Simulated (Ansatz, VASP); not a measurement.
## Sr in VASP and in Ansatz

```xyz
1
Lattice="-2.3817 2.3817 2.3817 2.3817 -2.3817 2.3817 2.3817 2.3817 -2.3817" Properties=species:S:1:pos:R:3 pbc="T T T"
Sr    0.0000    0.0000    0.0000
```

Alike in both runs: functional PBE; k mesh 11 × 11 × 11; occupations fermi-dirac, width 0.05 eV; no spin polarisation.

Ansatz relaxed the structure, and its values are those at the end. VASP's run is a single point on that final structure, the one shown.

|  | VASP | Ansatz |
| --- | --- | --- |
| version | VASP 6.6.1 | Ansatz 0.2.0 |
| potentials or method | VASP PAW PBE potentials, release 64 (Sr_sv) | PAW with Ansatz's default frozen-core files, scalar-relativistic |
| plane-wave cutoff (eV) | 520 | 420 |
| valence electrons in the cell | 10 | 10 |

```tsv
	VASP	Ansatz	Ansatz less VASP
pressure (GPa)	0.0	0.0	-0.01
```
